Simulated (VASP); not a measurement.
Input of a VASP 6.6.1 run:

File INCAR:

```
SYSTEM = AlN
  PREC = Accurate
  ENCUT = 520
  EDIFF = 1E-7
  ISMEAR = 0
  SIGMA = 0.05
  LREAL = .False.
  LASPH = .True.
  NELM = 80
  ALGO = Normal
  ISIF = 2
  LWAVE = .False.
  LCHARG = .False.
  GGA = PE
  NBANDS = 11
```

File KPOINTS:

```
Automatic mesh
0
Gamma
  10 10 10
  0 0 0
```

Contents of POSCAR:

```
AlN
1.0
    0.0000000000      2.1644978747      2.1644978747
    2.1644978747      0.0000000000      2.1644978747
    2.1644978747      2.1644978747      0.0000000000
Al N
1 1
Direct
   -0.0091503777      0.0091503777      0.0091503777
    0.7676262774      0.7323737226      0.7323737226
```

Potentials or basis: VASP PAW PBE potentials, release 64 (Al, N).

Run with:

```console
$ cat potpaw_PBE.64/Al/POTCAR potpaw_PBE.64/N/POTCAR > POTCAR
$ mpirun -np 1 vasp_std > vasp.out
```

**Question.** Estimate the pressure.

**Answer.** 12.4 GPa.

**Question.** Predict the band gap on the k mesh.

**Answer.** 3.03 eV, indirect (least direct gap 4.11 eV).

**Question.** Estimate the largest force.

**Answer.** 1.814 eV/Å.

Forces on the atoms (eV/Å):
```
Al  -1.814  0.000  0.000
N    1.814  0.000  0.000
```

Caveat: forces of over 1 eV/Å act on the atoms, so gaps and moduli don't describe the material at rest. A k mesh can miss the band edges.
